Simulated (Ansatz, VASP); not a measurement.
# CdSn2: VASP beside Ansatz

```
Cd Sn
1.0
     0.00000    3.32788    3.32788
     3.32788    0.00000    3.32788
     3.32788    3.32788    0.00000
Cd Sn
1 2
Direct
  0.00000 0.00000 0.00000
  0.25000 0.25000 0.25000
  0.75000 0.75000 0.75000
```

Alike in both runs: task relaxation of cell and atoms; functional PBE; k mesh 4 × 4 × 4; occupations gaussian, width 0.1 eV; no spin polarisation.

```csv
,VASP,Ansatz
version,VASP 6.6.1,Ansatz 0.2.0
potentials or method,"VASP PAW PBE potentials, release 64 (Cd, Sn_d), cutoff 600 eV","scalar-relativistic, plane waves, PAW"
valence electrons in the cell,40,48
```

|  | VASP | Ansatz | Ansatz less VASP |
| --- | --- | --- | --- |
| gap on the k mesh at the Fermi level, each at its own relaxed structure (eV) | none | none | - |
| relaxed volume (Å³/atom) | 29.15 | 28.94 | -0.210 |
| relaxed cell length with the largest relative difference (Å) | 4.982 | 4.970 | -0.0120 |

A gap of «none» marks a metal or a gap that the smearing closes. VASP's potentials hold 40 valence electrons a cell and Ansatz's 48, so a difference there can come from the potentials and not from the codes.

The k mesh is coarse, so the values compare programs but aren't converged. Noted on VASP's run: the volume moved by over 15 % at a fixed basis, so the end points are rough.
